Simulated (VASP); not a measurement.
**TiAl3: single point with PBEsol**

TiAl3:

```
CELL_PARAMETERS angstrom
2.78139 0.00000 0.00000
0.00000 4.67107 0.00000
0.00000 0.00000 4.89340
ATOMIC_POSITIONS crystal
Ti 0.00000 0.50000 0.16317
Al 0.50000 0.51606 0.66405
Al 0.50000 0.01606 0.33311
Al 0.00000 0.01606 0.83967
```

This cell differs from its parent crystal: all Al atoms moved +0.075 Å, as atom 2 along Cartesian [0 1 0].

```
Program             : VASP 6.6.1
Task                : single point
Functional          : PBEsol
Potentials or basis : VASP PAW PBE potentials, release 64 (Ti_sv, Al)
Cutoff              : 520 eV
k mesh              : 18 × 10 × 10
Occupations         : gaussian, width 0.15 eV
Spin                : no spin polarisation
```

```json
{
  "Pressure": "0.2 GPa",
  "Largest force": "0.501 eV/Å",
  "Band gap on the k mesh": "zero (an odd number of electrons rules out a gap without spin polarisation)"
}
```

Forces in eV/Å, atoms in the order of the input:
```
Ti   0.000  0.501  0.002
Al   0.000  0.046 -0.001
Al   0.000 -0.369  0.020
Al   0.000 -0.178 -0.021
```

Stress tensor (GPa, compression positive):
```
0.13 0.00 0.00
0.00 0.29 0.25
0.00 0.25 0.23
```

Levels at points of the mesh, in eV from the Fermi level:
```
           k point  band 9  band 10  band 11  band 12  band 13  band 14
(0.00, 0.00, 0.00)   -2.70    -0.86    -0.43     2.52     2.59     2.65
(0.50, 0.00, 0.00)   -1.75     0.45     0.62     0.83     1.43     1.64
(0.00, 0.50, 0.00)   -2.05    -1.56    -0.19     2.44     2.53     2.70
(0.50, 0.50, 0.00)   -1.71    -0.48    -0.26     0.78     1.23     1.38
(0.00, 0.00, 0.50)   -2.18    -1.12    -0.34     2.29     2.43     2.60
(0.50, 0.00, 0.50)   -1.33    -0.14    -0.13     0.61     1.28     1.98
(0.00, 0.50, 0.50)   -0.22    -0.07     0.71     2.44     2.48     3.60
(0.50, 0.50, 0.50)   -2.76    -2.69    -0.64    -0.18     1.09     2.14
```

It took 7.4 min on 1 thread of Intel(R) Xeon(R) 6975P-C (Granite Rapids), with other jobs on the host, peak memory 0.62 GiB.

Caveat: the cell differs from its parent crystal (all Al atoms moved +0.075 Å, as atom 2 along Cartesian [0 1 0]); the PAW data sets were made with another functional, which shifts forces and pressure a little.
